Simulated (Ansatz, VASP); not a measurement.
# One calculation of WC, two programs

INCAR

```
SYSTEM = WC
  PREC = Accurate
  ENCUT = 520
  EDIFF = 1E-7
  ISMEAR = 0
  SIGMA = 0.15
  LREAL = .False.
  LASPH = .True.
  NELM = 80
  ALGO = Normal
  ISIF = 2
  LWAVE = .False.
  LCHARG = .False.
  GGA = PS
  NBANDS = 16
```

Contents of KPOINTS:

```
regular mesh
0
Gamma
  6 6 6
  0 0 0
```

The input POSCAR:

```
WC
1.0
    2.9005014360      0.0000000000      0.0000000000
   -1.4502507180      2.5119079273      0.0000000000
    0.0000000000      0.0000000000      2.8290000000
W C
1 1
Direct
    0.0000000000      0.0000000000      0.0397667020
    0.6666666667      0.3333333333      0.5000000000
```

Input for Ansatz:

```yaml
crystal:
  lattice:
    - [2.900501436, 0.0, 0.0]
    - [-1.450250718, 2.5119079273, 0.0]
    - [0.0, 0.0, 2.829]
  atoms:
    - { symbol: W, position: [0.0, 0.0, 0.039766702] }
    - { symbol: C, position: [0.6666666667, 0.3333333333, 0.5] }
basis:
  ecutwfc: 420
kpoints:
  mp_grid: { grid: [6, 6, 6] }
hamiltonian:
  xc: pbesol
scf:
  occupations: { method: gaussian, width: 0.15 }
output:
  forces: true
  stress: true
  eigenvalues: true
```

Change from the starting cell: all W atoms moved +0.113 Å, as atom 1 along Cartesian [0 0 1].

Alike in both runs: task single point; functional PBEsol; k mesh 6 × 6 × 6; occupations gaussian, width 0.15 eV; no spin polarisation.

|  | VASP | Ansatz |
| --- | --- | --- |
| version | VASP 6.6.1 | Ansatz 0.2.0 |
| potentials or method | VASP PAW PBE potentials, release 64 (W_sv, C), cutoff 520 eV | scalar-relativistic, plane waves, PAW |
| valence electrons in the cell | 18 | 18 |

|  | VASP | Ansatz | Ansatz less VASP |
| --- | --- | --- | --- |
| gap on the k mesh at the Fermi level (eV) | none | none | - |
| pressure (GPa) | 3.4 | 2.1 | -1.33 |
| traceless stress, the component that is largest in VASP (GPa) | -0.44 | -0.64 | -0.202 |
| rms of the force components (eV/Å) | 0.924 | 0.913 | -0.0106 |

VASP's potentials were made for PBE, not for PBEsol. Atom by atom the forces differ by 0.011 eV/Å (rms over components). A gap of «none» marks a metal or a gap that the smearing closes. The functional is the same, so the differences come from potentials, cutoffs and numerics.

The k mesh is coarse, so the values compare programs but aren't converged. Neither program's run includes spin-orbit coupling.
